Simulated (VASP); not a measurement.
**Sc: single point with PBE**

The system is Sc.

```
Sc
1.0
     3.20196    0.00000    0.00000
     1.50211    2.84414    0.00000
     1.54899    0.92645    2.67418
Sc
1
Direct
  0.00000 0.00000 0.00000
```

```yaml
Program: VASP 6.6.1
Task: single point
Functional: PBE
Potentials_or_basis: VASP PAW PBE potentials, release 64 (Sc_sv)
Cutoff: 520 eV
k_mesh: 10 × 10 × 10
Occupations: gaussian, width 0.1 eV
Spin: no spin polarisation
Dipole_correction: no
Further_INCAR_settings: ALGO = Fast; EDIFF = 1e-06; NBANDS = 12
```

```yaml
Pressure: 0.7 GPa
Band_gap_on_the_k_mesh: zero (an odd number of electrons rules out a gap without spin polarisation)
```

Stress tensor (GPa, compression positive):
```
1.62 0.99 0.53
0.99 0.21 0.43
0.53 0.43 0.20
```

Levels at points of the mesh, in eV from the Fermi level:
```csv
k point,band 1,band 2,band 3,band 4,band 5,band 6,band 7,band 8,band 9,band 10
"(0.00, 0.00, 0.00)",-49.40,-27.82,-27.81,-27.80,-5.21,1.45,1.52,1.81,2.96,3.06
"(0.50, 0.00, 0.00)",-49.34,-28.22,-27.86,-27.86,-1.79,0.20,1.36,1.66,3.79,3.98
"(0.00, 0.50, 0.00)",-49.34,-28.21,-27.86,-27.85,-1.81,0.14,1.38,1.67,3.79,3.96
"(0.50, 0.50, 0.00)",-49.32,-28.20,-27.98,-27.95,-1.53,-0.66,2.11,3.88,4.13,4.17
"(0.00, 0.00, 0.50)",-49.34,-28.22,-27.86,-27.85,-1.79,0.19,1.28,1.74,3.83,3.95
"(0.50, 0.00, 0.50)",-49.32,-28.20,-27.97,-27.94,-1.55,-0.63,1.90,3.87,4.11,4.18
"(0.00, 0.50, 0.50)",-49.32,-28.20,-27.97,-27.94,-1.55,-0.63,1.90,3.88,4.11,4.18
"(0.50, 0.50, 0.50)",-49.33,-28.24,-27.89,-27.88,-1.70,0.51,1.35,1.49,3.93,3.98
```

Run time: 3.7 min on 1 thread of Oxide Virtual Turin-like Processor (shared host), peak memory 0.22 GiB.
